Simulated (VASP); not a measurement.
Set up this calculation in VASP 6.6.1, as the native input.

* Task: single point
* Functional: LDA
* Potentials or basis: VASP PAW LDA potentials, release 64 (Te, Pb_d)
* Cutoff: 500 eV
* k mesh: 5 × 5 × 5
* Occupations: gaussian, width 0.01 eV
* Spin: no spin polarisation
* Dipole correction: no
* Further INCAR settings: ALGO = Normal; EDIFF = 1e-06; NBANDS = 17

The structure of TePb lies in POSCAR:

```
TePb
1.0
    0.0000000000      3.2310000000      3.2310000000
    3.2310000000      0.0000000000      3.2310000000
    3.2310000000      3.2310000000      0.0000000000
Te Pb
1 1
Direct
    0.5000000000      0.5000000000      0.5000000000
    0.0000000000      0.0000000000      0.0000000000
```

One way to write it, as run:

INCAR

```
ALGO = Normal
EDIFF = 1E-6
ENCUT = 500
GGA_COMPAT = False
ISIF = 2
ISMEAR = 0
LASPH = True
LCHARG = False
LREAL = False
LWAVE = False
NBANDS = 17
NELM = 120
PREC = Accurate
SIGMA = 0.01
```

KPOINTS

```
k-points
0
Gamma
  5 5 5
```

Potentials or basis: VASP PAW LDA potentials, release 64 (Te, Pb_d).

Run with:

```console
$ cat potpaw_LDA.64/Te/POTCAR potpaw_LDA.64/Pb_d/POTCAR > POTCAR
$ mpirun -np 1 vasp_std > vasp.out
```

Results of the run:

```
Pressure : -1.7 GPa
```

Run time: 7.9 s on 1 thread of AMD EPYC 9R45 96-Core Processor (Zen 5) (shared host), peak memory 0.14 GiB.
